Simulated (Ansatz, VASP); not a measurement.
# One calculation of TiO2, two programs

```xyz
6
Lattice="-1.8996 1.8996 4.8489 1.8996 -1.8996 4.8489 1.8996 1.8996 -4.8489" Properties=species:S:1:pos:R:3 pbc="T T T"
Ti    0.0000    0.0000    0.0000
Ti    0.0000    1.8996    2.4244
O     0.0000    1.8996    4.4268
O     0.0000    0.0000    2.0024
O     0.0000    1.8996    0.4220
O     0.0000    0.0000    7.6953
```

Alike in both runs: functional PBE; k mesh 10 × 10 × 10; occupations gaussian, width 0.02 eV; no spin polarisation.

Ansatz relaxed the structure, and its values are those at the end. VASP's run is a single point on that final structure, the one shown.

```csv
,VASP,Ansatz
version,VASP 6.6.1,Ansatz 0.2.0
potentials or method,"VASP PAW PBE potentials, release 64 (Ti_sv, O), cutoff 520 eV","scalar-relativistic, plane waves, PAW"
valence electrons in the cell,48,48
```

VASP gave:

| Quantity | Value |
| --- | --- |
| gap on the k mesh at the Fermi level (eV) | 2.11 |
| least direct gap on the mesh (eV) | 2.41 |
| pressure (GPa) | 0.7 |
| rms of the force components (eV/Å) | 0.009 |

Task: Estimate Ansatz's values.

Result: gap on the k mesh at the Fermi level (eV): 2.14; least direct gap on the mesh (eV): 2.43; pressure (GPa): 0.0; rms of the force components (eV/Å): 0.001.

The functional is the same, so the differences come from potentials, cutoffs and numerics.
